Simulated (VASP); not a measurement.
# AlN in VASP: a series of runs, part 2 of 2

VASP 6.6.1. The steps go on from the part before.

### 3 Single point, PBE

This run uses another cell than the first one, of 10.45 Å³/atom.

INCAR

```
SYSTEM = AlN
ALGO = Normal ; EDIFF = 1E-6
ENCUT = 520 ; GGA = PE
ISIF = 2 ; ISMEAR = 0
LASPH = .TRUE. ; LCHARG = .TRUE.
LELF = .TRUE. ; LREAL = .FALSE.
LVHAR = .TRUE. ; LWAVE = .FALSE.
NBANDS = 16 ; NELM = 60
PREC = Accurate ; SIGMA = 0.05
```

KPOINTS

```
k-points
0
G
  12 12 6
  0 0 0
```

POSCAR

```
AlN
1.0
    3.1130000000      0.0000000000      0.0000000000
   -1.5565000000      2.6959370820      0.0000000000
    0.0000000000      0.0000000000      4.9810000000
Al N
2 2
Direct
    0.3333333333      0.6666666667      0.0000000000
    0.6666666667      0.3333333333      0.5000000000
    0.3333333333      0.6666666667      0.3800000000
    0.6666666667      0.3333333333      0.8800000000
```

Potentials or basis: VASP PAW PBE potentials, release 64 (Al, N).

Run with:

```bash
$ cat potpaw_PBE.64/Al/POTCAR potpaw_PBE.64/N/POTCAR > POTCAR
$ mpirun -np 1 vasp_std > vasp.out
```

OUTCAR:

```text
SYSTEM = AlN
   EDIFF = 1E-6
   ENCUT = 520
   GGA = PE
   ISIF = 2
   ISMEAR = 0
   LASPH = .TRUE.
   LREAL = .FALSE.
   NELM = 60
   PREC = Accurate

 ion  position               nearest neighbor table
   1  0.333  0.667  0.000-   3 1.89   4 1.89   4 1.89   4 1.89   2 3.07   2 3.07   2 3.07   2 3.07
                             2 3.07   2 3.07
   2  0.667  0.333  0.500-   4 1.89   3 1.89   3 1.89   3 1.89   1 3.07   1 3.07   1 3.07   1 3.07
                             1 3.07   1 3.07
   3  0.333  0.667  0.380-   1 1.89   2 1.89   2 1.89   2 1.89
   4  0.667  0.333  0.880-   2 1.89   1 1.89   1 1.89   1 1.89

  LATTYP: Found a hexagonal cell.
 ALAT       =     3.1130000000
 C/A-ratio  =     1.6000642467

  Lattice vectors:

 A1 = (   3.1130000000,   0.0000000000,   0.0000000000)
 A2 = (  -1.5565000000,   2.6959370820,   0.0000000000)
 A3 = (   0.0000000000,   0.0000000000,   4.9810000000)

Analysis of symmetry for initial positions (statically):
=====================================================================
 Subroutine PRICEL returns:
 Original cell was already a primitive cell.

 Routine SETGRP: Setting up the symmetry group for a
 hexagonal supercell.

 Subroutine GETGRP returns: Found 12 space group operations
 (whereof  6 operations were pure point group operations)
 out of a pool of 24 trial point group operations.

The static configuration has the point symmetry C_3v.
 The point group associated with its full space group is C_6v.

Analysis of symmetry for dynamics (positions and initial velocities):
=====================================================================
 Subroutine PRICEL returns:
 Original cell was already a primitive cell.

 Routine SETGRP: Setting up the symmetry group for a
 hexagonal supercell.

 Subroutine GETGRP returns: Found 12 space group operations
 (whereof  6 operations were pure point group operations)
 out of a pool of 24 trial point group operations.

The dynamic configuration has the point symmetry C_3v.
 The point group associated with its full space group is C_6v.

 Subroutine INISYM returns: Found 12 space group operations
 (whereof  6 operations are pure point group operations),
 and found     1 'primitive' translations

----------------------------------------------------------------------------------------

                                     Primitive cell

  volume of cell :      41.8028

  direct lattice vectors                    reciprocal lattice vectors
     3.113000000  0.000000000  0.000000000     0.321233537  0.185464269  0.000000000
    -1.556500000  2.695937082  0.000000000     0.000000000  0.370928538  0.000000000
     0.000000000  0.000000000  4.981000000     0.000000000  0.000000000  0.200762899

  length of vectors
     3.113000000  3.113000000  4.981000000     0.370928538  0.370928538  0.200762899

  position of ions in fractional coordinates (direct lattice)
     0.333333333  0.666666667  0.000000000
     0.666666667  0.333333333  0.500000000
     0.333333333  0.666666667  0.380000000
     0.666666667  0.333333333  0.880000000

  ion indices of the primitive-cell ions
   primitive index   ion index
                 1           1
                 2           2
                 3           3
                 4           4

----------------------------------------------------------------------------------------

 KPOINTS: k-points

Automatic generation of k-mesh.
 Grid dimensions read from file:
 generate k-points for:   12   12    6

 Generating k-lattice:

  Cartesian coordinates                     Fractional coordinates (reciprocal lattice)
     0.026769461  0.015455356  0.000000000     0.083333333  0.000000000  0.000000000
     0.000000000  0.030910711  0.000000000     0.000000000  0.083333333  0.000000000
     0.000000000  0.000000000  0.033460483     0.000000000  0.000000000  0.166666667

  Length of vectors
     0.030910711  0.030910711  0.033460483

  Shift w.r.t. Gamma in fractional coordinates (k-lattice)
     0.000000000  0.000000000  0.000000000

 Subroutine IBZKPT returns following result:
 ===========================================

 Found     76 irreducible k-points:

 Following reciprocal coordinates:
            Coordinates               Weight
  0.000000  0.000000  0.000000      1.000000
  0.083333  0.000000  0.000000      6.000000
  0.166667  0.000000  0.000000      6.000000
  0.250000  0.000000  0.000000      6.000000
  0.333333  0.000000  0.000000      6.000000
  0.416667  0.000000  0.000000      6.000000
[... 16 lines left out ...]
  0.250000  0.000000  0.166667     12.000000
  0.333333  0.000000  0.166667     12.000000
 [... further k-points ...]
   k-points           NKPTS =     76   k-points in BZ     NKDIM =     76   number of bands    NBANDS=     16
   number of dos      NEDOS =    301   number of ions     NIONS =      4
   total plane-waves  NPLWV =  23040
   dimension x,y,z NGX =    24 NGY =   24 NGZ =   40
   dimension x,y,z NGXF=    48 NGYF=   48 NGZF=   80
   ions per type =               2   2
   NGX,Y,Z   is equivalent  to a cutoff of  12.82, 12.82, 13.35 a.u.
   NGXF,Y,Z  is equivalent  to a cutoff of  25.63, 25.63, 26.70 a.u.
 SYSTEM =  AlN
   PREC   = accura    normal or accurate (medium, high low for compatibility)
   ISTART =      0    job   : 0-new  1-cont  2-samecut
   ICHARG =      2    charge: 1-file 2-atom 10-const
   ISPIN  =      1    spin polarized calculation?
   LNONCOLLINEAR =      F non collinear calculations
   LSORBIT =      F    spin-orbit coupling
   LASPH  =      T    aspherical Exc in radial PAW
   ENCUT  =  520.0 eV  38.22 Ry    6.18 a.u.   5.79  5.79  9.26*2*pi/ulx,y,z
   NELM   =     60;   NELMIN=  2; NELMDL= -5     # of ELM steps
   EDIFF  = 0.1E-05   stopping-criterion for ELM
   LREAL  =      F    real-space projection
   EDIFFG = 0.1E-04   stopping-criterion for IOM
   NSW    =      0    number of steps for IOM
   IBRION =     -1    ionic relax: 0-MD 1-quasi-New 2-CG
   NFREE  =      0    steps in history (QN), initial steepest desc. (CG)
   ISIF   =      2    stress and relaxation
   ISYM   =      2    0-nonsym 1-usesym 2-fastsym
   POTIM  = 0.5000    time-step for ionic-motion
   TEBEG  =    0.0;   TEEND  =   0.0 temperature during run
   PSTRESS=    0.0 pullay stress
   NELECT =      16.0000    total number of electrons
   NUPDOWN=      -1.0000    fix difference up-down
   EMIN   =  10.00;   EMAX   =-10.00  energy-range for DOS
   EFERMI =   0.00;   METHOD = LEGACY
   ISMEAR =     0;   SIGMA  =   0.05  broadening in eV -4-tet -1-fermi 0-gaus
   EFERMI_NEDOS =   21; number of points for ismear=-14 and -15
   IALGO  =     38    algorithm
   IMIX   =      4    mixing-type and parameters
     AMIX     =   0.40;   BMIX     =  1.00
     AMIX_MAG =   1.60;   BMIX_MAG =  1.00
  volume/ion in A,a.u.               =      10.45        70.52
  Fermi-wavevector in a.u.,A,eV,Ry     =   1.188629  2.246183 19.222843  1.412839
  Thomas-Fermi vector in A             =   2.324754
   LORBIT       =      0    0 simple, 1 ext, 2 COOP (PROOUT), +10 PAW based schemes
   GGA     = PE    functional components
   LHFCALC =     F    Hartree Fock is set to
   AEXX    =    0.0000 exact exchange contribution
   IVDW    =     0    specifies the selected vdW correction
   LEPSILON=     F    determine dielectric tensor
   LRPA    =     F    only Hartree local field effects (RPA)
 non-spin polarized calculation
 Gauss-broadening in eV      SIGMA  =   0.05
  energy-cutoff  :      520.00
  volume of cell :       41.80
 maximum number of plane-waves:      1152
 NGX is ok and might be reduce to    24
   NGX = 11   NGY = 11   NGZ = 19

 number of electron      15.9999997 magnetization

 Free energy of the ion-electron system (eV)
  ---------------------------------------------------
  ext. energy  EPLUGINS =         0.00000000
  ---------------------------------------------------
  free energy    TOTEN  =       -29.77128303 eV

  energy without entropy =      -29.77128303  energy(sigma->0) =      -29.77128303

 E-fermi :   6.3215     XC(G=0): -10.9068

 val. band max:        6.1213408001   @ k =   0.0000   0.0000   0.0000
 cond. band min:      10.3450078994   @ k =   0.0000   0.0000   0.0000
 fundamental gap:      4.2236670993
 Fermi energy:         6.3215443355

 k-point     1 :       0.0000    0.0000    0.0000
  band No.  band energies     occupation
      1      -9.0374      2.00000
      2      -6.8891      2.00000
      3       0.1487      2.00000
      4       5.2898      2.00000
      5       5.2898      2.00000
      6       5.9418      2.00000
[... 433 lines left out ...]
      3       1.2373      2.00000
      4       2.2066      2.00000
      5       2.8144      2.00000
      6       4.3802      2.00000
[... 8 lines left out ...]
     15      18.5716      0.00000
     16      20.4369      0.00000

 [... further k-points ...]
[... 5 lines left out ...]
  --------------------------------------------------------------------------------------
  -------------------------------------------------------------------------------------
  Total        0.7605313      0.7605313      1.1933188      0.0000000      0.0000000      0.0000000
  in kB       29.1489053     29.1489053     45.7363646      0.0000000      0.0000000      0.0000000
  external PRESSURE =      34.6780584 kB  Pullay stress =       0.0000000 kB

 VOLUME and BASIS-vectors are now :
 -----------------------------------------------------------------------------
  energy-cutoff  :      520.00
  volume of cell :       41.80
      direct lattice vectors                 reciprocal lattice vectors
     3.113000000  0.000000000  0.000000000     0.321233537  0.185464269  0.000000000
    -1.556500000  2.695937082  0.000000000     0.000000000  0.370928538  0.000000000
     0.000000000  0.000000000  4.981000000     0.000000000  0.000000000  0.200762899

 POSITION                                       TOTAL-FORCE (eV/Angst)
 -----------------------------------------------------------------------------------
     -0.00000      1.79729      0.00000        -0.000000     -0.000000     -0.128894
      1.55650      0.89865      2.49050         0.000000      0.000000     -0.128894
     -0.00000      1.79729      1.89278        -0.000000     -0.000000      0.128894
      1.55650      0.89865      4.38328         0.000000      0.000000      0.128894
 -----------------------------------------------------------------------------------
    total drift:                               -0.000000     -0.000000      0.000427

  FREE ENERGIE OF THE ION-ELECTRON SYSTEM (eV)
  ---------------------------------------------------
  free  energy   TOTEN  =       -29.7712830276 eV

  energy  without entropy=      -29.7712830276  energy(sigma->0) =      -29.77128303
```

OSZICAR:

```text
N       E                     dE             d eps       ncg     rms          rms(c)
DAV:   1     0.409951123707E+02    0.40995E+02   -0.72770E+03  2432   0.893E+02
DAV:   2    -0.310820617654E+02   -0.72077E+02   -0.66454E+02  3368   0.188E+02
DAV:   3    -0.344970243860E+02   -0.34150E+01   -0.34061E+01  3096   0.425E+01
DAV:   4    -0.345179045669E+02   -0.20880E-01   -0.20879E-01  3000   0.372E+00
DAV:   5    -0.345181803641E+02   -0.27580E-03   -0.27580E-03  3128   0.431E-01    0.122E+01
DAV:   6    -0.297591730684E+02    0.47590E+01   -0.10675E+01  2904   0.237E+01    0.416E+00
DAV:   7    -0.297831134641E+02   -0.23940E-01   -0.67869E-01  2632   0.580E+00    0.295E+00
DAV:   8    -0.297757961425E+02    0.73173E-02   -0.60516E-02  2736   0.226E+00    0.596E-01
DAV:   9    -0.297707379011E+02    0.50582E-02   -0.12258E-02  3176   0.818E-01    0.247E-01
DAV:  10    -0.297713620693E+02   -0.62417E-03   -0.22737E-03  2672   0.300E-01    0.133E-01
DAV:  11    -0.297712801073E+02    0.81962E-04   -0.17711E-04  2832   0.102E-01    0.328E-02
DAV:  12    -0.297712831837E+02   -0.30764E-05   -0.11503E-05  2768   0.270E-02    0.701E-03
DAV:  13    -0.297712830276E+02    0.15616E-06   -0.43129E-06  2792   0.161E-02
   1 F= -.29771283E+02 E0= -.29771283E+02  d E =-.358859E-11
```

stdout:

```text
POSCAR found type information on POSCAR AlN
 POSCAR found :  2 types and       4 ions
 scaLAPACK will be used
 LDA part: xc-table for (Slater+PW92), standard interpolation
 POSCAR, INCAR and KPOINTS ok, starting setup
 FFT: planning ... GRIDC
 FFT: planning ... GRID_SOFT
 FFT: planning ... GRID
 WAVECAR not read
 entering main loop
```

Wall time 77 s (1 thread of Intel Xeon 8259CL, shared host); peak memory 0.18 GiB.

What came out:

* Free energy: -29.7713 eV
* Pressure: 3.5 GPa
* Largest force: 0.129 eV/Å
* Band gap on the k mesh: 4.22 eV

Forces in eV/Å, atoms in the order of the input:
```
Al   0.000  0.000 -0.129
Al   0.000  0.000 -0.129
N    0.000  0.000  0.129
N    0.000  0.000  0.129
```

Levels at points of the mesh, in eV from the valence-band top:
```tsv
k point	band 4	band 5	band 6	band 7	band 8	band 9	band 10	band 11	band 12	band 13
(0.00, 0.00, 0.00)	-0.83	-0.83	-0.18	-0.18	0.00	4.22	6.66	10.62	11.17	11.17
(0.50, 0.00, 0.00)	-4.13	-3.33	-2.06	-1.77	-0.66	5.82	5.83	8.20	10.30	10.91
(0.00, 0.00, 0.50)	-3.31	-0.51	-0.51	-0.51	-0.51	6.47	6.47	10.34	10.34	11.48
(0.50, 0.00, 0.50)	-5.57	-1.43	-1.43	-1.35	-1.35	5.33	5.33	9.29	9.29	11.83
```

Caveat: the cell stands under pressure.

### 4 Single point, PBE

This run uses another cell than the first one, of 10.45 Å³/atom.

INCAR

```
PREC = Accurate ; ENCUT = 520
EDIFF = 1E-6 ; ISMEAR = 0
SIGMA = 0.05 ; LREAL = False
LASPH = True ; NELM = 100
ALGO = Normal ; ISIF = 2
LWAVE = False ; LCHARG = False
GGA = PE ; NBANDS = 16
```

KPOINTS

```
regular mesh
0
Gamma
  12 12 6
```

Changes to POSCAR since step 3:

```diff
@@ -11,2 +11,2 @@
     0.3333333333      0.6666666667      0.3800000000
-    0.6666666667      0.3333333333      0.8800000000
+    0.6666666667      0.3333333333      0.8900381450
```

Run with:

```bash
$ cat potpaw_PBE.64/Al/POTCAR potpaw_PBE.64/N/POTCAR > POTCAR
$ mpirun -np 1 vasp_std > vasp.out
```

Run time: 1.7 min. Hardware: 1 thread of Intel Xeon 8259CL, shared host; peak memory 0.19 GiB.

Results (log left out):

```
Free energy            : -29.7537 eV
Pressure               : 3.5 GPa
Largest force          : 0.806 eV/Å
Band gap on the k mesh : 4.14 eV
```

Forces on the atoms (eV/Å):
```
Al   0.000  0.000  0.172
Al   0.000  0.000  0.151
N    0.000  0.000  0.483
N    0.000  0.000 -0.806
```

Stress tensor (GPa, compression positive):
```
4.03 0.00 0.00
0.00 4.03 0.00
0.00 0.00 2.42
```

Levels at points of the mesh, in eV from the valence-band top:
```tsv
k point	band 5	band 6	band 7	band 8	band 9	band 10	band 11	band 12
(0.00, 0.00, 0.00)	-0.95	-0.29	-0.29	0.00	4.14	6.61	10.57	11.08
(0.50, 0.00, 0.00)	-3.37	-2.17	-1.79	-0.76	5.76	5.78	8.10	10.22
(0.00, 0.00, 0.50)	-0.68	-0.68	-0.58	-0.58	6.38	6.46	9.99	10.55
(0.50, 0.00, 0.50)	-1.59	-1.48	-1.43	-1.35	5.21	5.32	9.09	9.23
```

Caveat: the cell stands under pressure. A k mesh can miss the band edges.

### 5 The runs side by side

```csv
cell,gap on the mesh (eV),pressure (GPa),largest force (eV/Å)
"a = 2.949, b = 2.949, c = 4.718 Å, angles 90.0, 90.0, 120.0°, 4 atoms, atomic positions A",5.12,49.7,0.28
"a = 3.113, b = 3.113, c = 4.981 Å, angles 90.0, 90.0, 120.0°, 4 atoms, atomic positions A",4.22,3.5,0.13
"a = 3.113, b = 3.113, c = 4.981 Å, angles 90.0, 90.0, 120.0°, 4 atoms, atomic positions B",4.14,3.5,0.81
```

Alike in all rows: task single point; level PBE; potentials or basis VASP PAW PBE potentials, release 64 (Al, N); no spin polarisation; k mesh 12 × 12 × 6; cutoff (eV) 520; smearing gaussian 0.05 eV.

Caveats: the cell stands under pressure.

Total energies depend on the potentials used, so only differences within one code and one set of settings carry meaning.
